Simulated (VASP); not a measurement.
Crystal: Nb.

```
Nb
1.0
     0.00000    2.89513    2.89513
     2.89513    0.00000    2.89513
     2.89513    2.89513    0.00000
Nb
2
Direct
  0.12500 0.12500 0.12500
  0.87500 0.87500 0.87500
```

| Item | Value |
| --- | --- |
| Program | VASP 6.6.1 |
| Task | relaxation of cell and atoms |
| Functional | BLYP |
| Potentials or basis | VASP PAW PBE potentials, release 64 (Nb_sv) |
| Cutoff | 600 eV |
| k mesh | 9 × 9 × 9 |
| Occupations | fermi-dirac, width 0.1 eV |
| Spin | no spin polarisation |

At the start: pressure 9.5 GPa; volume 24.27 Å³/atom.

Task: Where does the relaxation end?

Result: Over 3 steps the energy falls by 89.2 meV/atom and the volume is 27.60 Å³/atom (+13.8 %); space group Fd-3m (No. 227, to 0.05 Å).

The path:
| step | energy change (eV) | largest force (eV/Å) | pressure (GPa) | volume (Å³) |
| --- | --- | --- | --- | --- |
| 1 | 0.0000 | 0.0000 | 9.52 | 48.53 |
| 2 | -0.1284 | 0.0000 | -3.59 | 59.38 |
| 3 | -0.1783 | 0.0000 | -0.03 | 55.21 |

Final structure:
```cif
data_structure
_symmetry_space_group_name_H-M 'P 1'
_symmetry_Int_Tables_number 1
_cell_length_a 4.2740
_cell_length_b 4.2740
_cell_length_c 4.2740
_cell_angle_alpha 60.000
_cell_angle_beta 60.000
_cell_angle_gamma 60.000
_cell_volume 55.21
loop_
_atom_site_label
_atom_site_type_symbol
_atom_site_fract_x
_atom_site_fract_y
_atom_site_fract_z
_atom_site_occupancy
Nb1 Nb 0.12500 0.12500 0.12500 1
Nb2 Nb 0.87500 0.87500 0.87500 1
```

Caveat: the PAW data sets were made with another functional, which shifts forces and pressure a little.
